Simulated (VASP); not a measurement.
C: single point with LDA

The system is C.

```
C
1.0
    -2.41040    2.45258    2.45258
     2.41040   -2.36822    2.36822
     2.41040    2.36822   -2.36822
C
8
Direct
  0.32547 0.00000 0.00000
  0.67453 0.67453 0.67453
  0.00000 0.32547 0.00000
  0.00000 0.00000 0.32547
  0.00000 0.67453 0.00000
  0.32547 0.32547 0.32547
  0.67453 0.00000 0.00000
  0.00000 0.00000 0.67453
```

This cell differs from its parent crystal: strain +0.0350 x Voigt [0, 0, 0, 1, 0, 0].

```yaml
Program: VASP 6.6.1
Task: single point
Functional: LDA
Potentials_or_basis: VASP PAW LDA potentials, release 64 (C)
Cutoff: 520 eV
k_mesh: 8 × 8 × 8
Occupations: gaussian, width 0.05 eV
Spin: no spin polarisation
Dipole_correction: no
Further_INCAR_settings: ALGO = Normal; EDIFF = 1e-07; NBANDS = 26
```

| Quantity | Value |
| --- | --- |
| Pressure | 1.2 GPa |
| Largest force | 0.131 eV/Å |
| Band gap on the k mesh | 2.74 eV, indirect (least direct gap 3.62 eV) |

Forces on the atoms (eV/Å):
```
C   -0.062  0.082  0.082
C   -0.062 -0.082 -0.082
C   -0.034  0.030 -0.030
C   -0.034 -0.030  0.030
C    0.034 -0.030  0.030
C    0.062  0.082  0.082
C    0.062 -0.082 -0.082
C    0.034  0.030 -0.030
```

Stress tensor (GPa, compression positive):
```
  1.22   0.00   0.00
  0.00   1.16 -10.33
  0.00 -10.33   1.16
```

Levels at points of the mesh, in eV from the valence-band top:
```tsv
k point	band 14	band 15	band 16	band 17	band 18	band 19
(0.00, 0.00, 0.00)	-0.82	-0.54	-0.23	3.81	3.89	4.00
(0.50, 0.00, 0.00)	-3.47	-2.62	-2.16	3.68	5.15	5.45
(0.00, 0.50, 0.00)	-3.29	-2.55	-2.35	3.66	5.32	5.66
(0.00, 0.50, 0.50)	-3.10	-2.59	-2.52	3.73	5.47	5.80
(0.50, 0.50, 0.50)	-0.39	-0.19	0.00	3.62	5.55	5.64
```

It took 66 s on 1 thread of AMD EPYC 9R45 96-Core Processor (Zen 5) (shared host), peak memory 0.17 GiB.

Caveat: the cell differs from its parent crystal (strain +0.0350 x Voigt [0, 0, 0, 1, 0, 0]). A k mesh can miss the band edges.
